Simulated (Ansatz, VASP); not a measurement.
**ZrO2 in VASP and in Ansatz**

```
Zr O
1.0
     0.00000    2.58322    2.58322
     2.58322    0.00000    2.58322
     2.58322    2.58322    0.00000
Zr O
1 2
Direct
  0.00000 0.00000 0.00000
  0.25000 0.25000 0.25000
  0.75000 0.75000 0.75000
```

Alike in both runs: task single point; functional PBE; k mesh 8 × 8 × 8; no spin polarisation.

|  | VASP | Ansatz |
| --- | --- | --- |
| version | VASP 6.6.1 | Ansatz 0.2.0 |
| potentials or method | VASP PAW PBE potentials, release 64 (Zr_sv, O) | plane waves, PAW |
| plane-wave cutoff (eV) | 600 | 420 |
| occupations | gaussian, width 0.01 eV | fixed |
| valence electrons in the cell | 24 | 24 |

```csv
,VASP,Ansatz,Ansatz less VASP
gap on the k mesh at the Fermi level (eV),3.23,3.24,+0.007
pressure (GPa),-6.5,-6.6,-0.06
```
